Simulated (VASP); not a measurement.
Wanted: the native input for a VASP 6.6.1 run.

```yaml
Task: single point
Functional: HSE06
Potentials_or_basis: VASP PAW PBE potentials, release 64 (Mg, F)
Cutoff: 520 eV
k_mesh: 4 × 4 × 6
Occupations: gaussian, width 0.01 eV
Spin: no spin polarisation
Dipole_correction: no
Grid_for_exact_exchange_PRECFOCK: Normal
Further_INCAR_settings: ALGO = Normal; EDIFF = 1e-06; NBANDS = 25
Screening_parameter: 0.2079 1/Å
```

Crystal: MgF2.

```
Mg F
1.0
     4.62202    0.00000    0.00000
     0.00000    4.62202    0.00000
     0.00000    0.00000    3.04611
Mg F
2 4
Direct
  0.00000 0.00000 0.00000
  0.50000 0.50000 0.50000
  0.30295 0.30295 0.00000
  0.19705 0.80295 0.50000
  0.80295 0.19705 0.50000
  0.69705 0.69705 0.00000
```

These files were run (other wordings do the same):

POSCAR

```
MgF2
1.0
    4.6220159946      0.0000000000      0.0000000000
    0.0000000000      4.6220159946      0.0000000000
    0.0000000000      0.0000000000      3.0461117595
Mg F
2 4
Direct
    0.0000000000      0.0000000000      0.0000000000
    0.5000000000      0.5000000000      0.5000000000
    0.3029505751      0.3029505751      0.0000000000
    0.1970494249      0.8029505751      0.5000000000
    0.8029505751      0.1970494249      0.5000000000
    0.6970494249      0.6970494249      0.0000000000
```

INCAR.step1

```
PREC     = Accurate       # precision mode
ENCUT    = 520            # plane-wave cutoff, eV
EDIFF    = 1E-5           # SCF threshold, eV
ISMEAR   = 0              # smearing method
SIGMA    = 0.01           # smearing width, eV
LREAL    = F              # projectors in reciprocal space
LASPH    = T              # aspherical terms in the spheres
NELM     = 120            # most SCF steps
ALGO     = Normal         # electronic algorithm
ISIF     = 2              # what is computed and relaxed
LWAVE    = T              # write WAVECAR
NBANDS   = 25             # bands
GGA      = PE             # functional
GGA_COMPAT= F            
KPAR     = 4
```

INCAR.step2

```
PREC     = Accurate       # precision mode
ENCUT    = 520            # plane-wave cutoff, eV
EDIFF    = 1E-6           # SCF threshold, eV
ISMEAR   = 0              # smearing method
SIGMA    = 0.01           # smearing width, eV
LREAL    = F              # projectors in reciprocal space
LASPH    = T              # aspherical terms in the spheres
NELM     = 120            # most SCF steps
ALGO     = Normal         # electronic algorithm
ISIF     = 2              # what is computed and relaxed
LWAVE    = F              # write WAVECAR
LCHARG   = T              # write CHGCAR
GGA      = PE             # functional
LHFCALC  = T              # exact exchange
HFSCREEN = 0.2079         # screening, 1/A
PRECFOCK = Normal       
LVHAR    = T            
NBANDS   = 25             # bands
ISTART   = 1            
GGA_COMPAT= F            
KPAR     = 4
```

KPOINTS

```
Automatic mesh
0
Gamma
  4 4 6
```

Potentials or basis: VASP PAW PBE potentials, release 64 (Mg, F).

Run with:

```sh
$ cat potpaw_PBE.64/Mg/POTCAR potpaw_PBE.64/F/POTCAR > POTCAR
$ cp INCAR.step1 INCAR
$ mpirun -np 4 vasp_std > vasp.out
$ cp INCAR.step2 INCAR
$ mpirun -np 4 vasp_std > vasp.out
```

It gave:

* Pressure: 0.7 GPa
* Largest force: 0.016 eV/Å
* Band gap on the k mesh: 9.41 eV, direct

Caveat: the PAW data sets were made with another functional, which shifts forces and pressure a little.

Wall time 14 min on 4 MPI ranks on Intel(R) Xeon(R) 6975P-C (Granite Rapids), with other jobs on the host, peak memory 0.31 GiB a rank.
